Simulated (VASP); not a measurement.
Runs of VASP 6.6.1 on BeTe. The structure is that of space group F-43m (No. 216), or close to it. The cells are those of the table. 

```tsv
level	spin	cell	k mesh	smearing	share of exact exchange	screening parameter	gap on the mesh (eV)	pressure (GPa)
r2SCANh	off	a = 4.000 Å, angles 60.0°, 2 atoms	6 × 6 × 6	gaussian 0.01 eV	0.1	-	2.84	-0.2
PBE0	off	a = 4.000 Å, angles 60.0°, 2 atoms	6 × 6 × 6	gaussian 0.01 eV	0.25	-	(a)	-1.0
HSE06	off	a = 4.000 Å, angles 60.0°, 2 atoms	6 × 6 × 6	gaussian 0.01 eV	0.25	0.2079 1/Å	2.67	(b)
HSE06	non-collinear, zero start, SOC	a = 4.000 Å, angles 60.0°, 2 atoms	4 × 4 × 4	gaussian 0.01 eV	0.25	0.2079 1/Å	-	-0.5
HSE06	off	a = 3.982 Å, angles 60.0°, 2 atoms	6 × 6 × 6	fermi-dirac 0.02 eV	0.25	0.2079 1/Å	(c)	-0.1
```

Alike in all rows: task single point; potentials or basis VASP PAW PBE potentials, release 64 (Be, Te); cutoff (eV) 520.

Question: Fill in the values left out.

Answer: (a) 3.34; (b) -0.9; (c) 2.64.

Caveats: some runs use coarse meshes; the PAW data sets were made with another functional, which shifts forces and pressure a little; spin-orbit coupling is left out, which moves the levels of the heavy elements (at least some runs).

A k mesh can miss the band edges, and rows without SOC leave out spin-orbit coupling on Te.
